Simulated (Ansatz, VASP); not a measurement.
**Two plane-wave programs on K2Nb2O**

File INCAR:

```
SYSTEM = K2Nb2O
ALGO     = Normal         ! electronic algorithm
EDIFF    = 1E-6           ! SCF threshold, eV
EDIFFG   = -0.01          ! ionic threshold
ENCUT    = 600            ! plane-wave cutoff, eV
GGA      = PE             ! functional
IBRION   = 2              ! ionic algorithm
ISIF     = 3              ! what is computed and relaxed
ISMEAR   = 0              ! smearing method
LASPH    = .True.         ! aspherical terms in the spheres
LCHARG   = .False.        ! write CHGCAR
LREAL    = .False.        ! projectors in reciprocal space
LUSENCCL = .False.      
LWAVE    = .False.        ! write WAVECAR
NELM     = 80             ! most SCF steps
NSW      = 100            ! ionic steps
PREC     = Accurate       ! precision mode
SIGMA    = 0.1            ! smearing width, eV
```

The input KPOINTS:

```
k-points
0
Gamma
  12 12 4
  0 0 0
```

The input POSCAR:

```
K2Nb2O
1.0
    3.5386745672      0.0000000000      0.0000000000
   -1.7693372836      3.0645820709      0.0000000000
    0.0000000000      0.0000000000     12.4933203195
K Nb O
2 2 1
Direct
    0.0000000000      0.0000000000      0.3298037954
    0.0000000000      0.0000000000      0.6701962046
    0.3333333333      0.6666666667      0.9309760785
    0.6666666667      0.3333333333      0.0690239215
    0.0000000000      0.0000000000      0.0000000000
```

Input for Ansatz:

```yaml
crystal:
  lattice:
    - [3.5386745672, 0.0, 0.0]
    - [-1.7693372836, 3.0645820709, 0.0]
    - [0.0, 0.0, 12.4933203195]
  atoms:
    - { symbol: K, position: [0.0, 0.0, 0.3298037954] }
    - { symbol: K, position: [0.0, 0.0, 0.6701962046] }
    - { symbol: Nb, position: [0.3333333333, 0.6666666667, 0.9309760785] }
    - { symbol: Nb, position: [0.6666666667, 0.3333333333, 0.0690239215] }
    - { symbol: O, position: [0.0, 0.0, 0.0] }
basis:
  ecutwfc: 420
kpoints:
  mp_grid: { grid: [12, 12, 4] }
hamiltonian:
  xc: pbe
scf:
  occupations: { method: gaussian, width: 0.1 }
output:
  forces: true
  stress: true
  eigenvalues: true
  write_density: true
  write_potential: true
  elf: true
  volumetric_format: npy
relax:
  adjacent_minimum: "off"
  f_tol: 0.01
  max_steps: 80
  cell: { stress_tol: 0.05 }
```

Alike in both runs: task relaxation of cell and atoms; functional PBE; k mesh 12 × 12 × 4; occupations gaussian, width 0.1 eV; no spin polarisation.

|  | VASP | Ansatz |
| --- | --- | --- |
| version | VASP 6.6.1 | Ansatz 0.2.0 |
| potentials or method | VASP PAW PBE potentials, release 64 (K_sv, Nb_sv, O), cutoff 600 eV | scalar-relativistic, plane waves, PAW |
| valence electrons in the cell | 50 | 50 |

```csv
,VASP,Ansatz,Ansatz less VASP
"gap on the k mesh at the Fermi level, each at its own relaxed structure (eV)",none,none,-
relaxed volume (Å³/atom),26.81,26.94,+0.130
relaxed length of the cell vector where the two differ most in proportion (Å),12.409,12.446,+0.0374
```

A gap of «none» marks a metal or a gap that the smearing closes.
